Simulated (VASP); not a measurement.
Set up this calculation in VASP 6.6.1, as the native input.

```
Task                   : single point
Functional             : PBE
Potentials or basis    : VASP PAW PBE potentials, release 64 (C, Be)
Cutoff                 : 600 eV
k mesh                 : 10 × 10 × 10
Occupations            : fermi-dirac, width 0.02 eV
Spin                   : no spin polarisation
Dipole correction      : no
Further INCAR settings : ALGO = Normal; EDIFF = 1e-06; NBANDS = 11
```

The structure of Be2C lies in POSCAR:

```
Be2C
1.0
    0.0000000000      2.1604856385      2.1604856385
    2.1695596782      0.0000000000      2.1604856385
    2.1695596782      2.1604856385      0.0000000000
C Be
1 2
Direct
    0.0000000000      0.0000000000      0.0000000000
    0.2500000000      0.2500000000      0.2500000000
    0.7500000000      0.7500000000      0.7500000000
```

This cell differs from its parent crystal: uniaxial x strain +0.4%.

One way to write it, as run:

INCAR

```
SYSTEM = Be2C
PREC = Accurate
ENCUT = 600
EDIFF = 1E-6
ISMEAR = -1
SIGMA = 0.02
LREAL = .False.
LASPH = .True.
NELM = 120
ALGO = Normal
ISIF = 2
LWAVE = .False.
LCHARG = .False.
GGA = PE
NBANDS = 11
GGA_COMPAT = .False.
```

KPOINTS

```
Automatic mesh
0
Gamma
  10 10 10
  0 0 0
```

Potentials or basis: VASP PAW PBE potentials, release 64 (C, Be).

Launch:

```sh
$ cat potpaw_PBE.64/C/POTCAR potpaw_PBE.64/Be/POTCAR > POTCAR
$ mpirun -np 1 vasp_std > vasp.out
```

It gave:

The pressure is 0.5 GPa and the band gap on the k mesh is 1.13 eV, indirect (least direct gap 4.10 eV).

Caveat: the cell differs from its parent crystal (uniaxial x strain +0.4%).

Run time: 9.1 s on 1 thread of Intel(R) Xeon(R) Platinum 8488C (Sapphire Rapids) (shared host), peak memory 0.15 GiB.
